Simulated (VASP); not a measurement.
Runs of VASP 6.6.1 on Tb. The structure is that of space group Fm-3m (No. 225), or close to it. The cells are those of the table. This isn't the form of Tb at room conditions, which is hcp.

```csv
cell,gap on the mesh (eV),pressure (GPa),moment (μB)
"a = 3.598 Å, angles 60.0°, 1 atom",none,-0.3,6.29
"a = 3.561 Å, angles 60.0°, 1 atom",none,5.2,(a)
"a = 3.664 Å, angles 60.0°, 1 atom",none,-1.7,6.61
"a = 3.676 Å, angles 60.0°, 1 atom",none,-1.8,6.80
"a = 3.566 Å, angles 60.0°, 1 atom",none,(b),6.66
```

Alike in all rows: task single point; level PBE+U; potentials or basis VASP PAW PBE potentials, release 64 (Tb); spin collinear, ferromagnetic start; Tb f U = 6.0 eV; k mesh 8 × 8 × 8; cutoff (eV) 600; smearing gaussian 0.05 eV.

Task: Estimate the missing entries.

Result: (a) 2.84; (b) 0.9.

Caveats: the magnetic or orbital state may not be the lowest; spin-orbit coupling is left out, which moves the levels of the heavy elements; the cell stands under pressure (at least some runs).

A k mesh can miss the band edges, and the runs leave out spin-orbit coupling on Tb.

A gap of «none» marks levels without a gap at the run's occupations.
